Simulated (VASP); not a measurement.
Crystal: La.

```
CELL_PARAMETERS angstrom
3.59962 0.00000 0.00000
-1.79981 3.11736 0.00000
0.00000 0.00000 11.55244
ATOMIC_POSITIONS crystal
La 0.00000 0.00000 0.00000
La 0.00000 0.00000 0.50000
La 0.33333 0.66667 0.75000
La 0.66667 0.33333 0.25000
```

Base run:

```yaml
Program: VASP 6.6.1
Functional: LDA
Potentials_or_basis: VASP PAW LDA potentials, release 64 (La)
Cutoff: 520 eV
k_mesh: 10 × 10 × 3
Occupations: fermi-dirac, width 0.6 eV
Spin: no spin polarisation
```

Its results: band gap on the k mesh zero (band 22 reaches 10.14 eV, above the bottom of band 23 at 8.90 eV); pressure 2.9 GPa.

The run is repeated on the same cell with these changes: occupations from fermi-dirac, width 0.6 eV to fermi-dirac, width 0.01 eV. What comes out?

Band gap on the k mesh zero (band 22 reaches 9.96 eV, above the bottom of band 23 at 8.85 eV); pressure -0.2 GPa.

Caveats: spin-orbit coupling is left out, which moves the levels of the heavy elements.
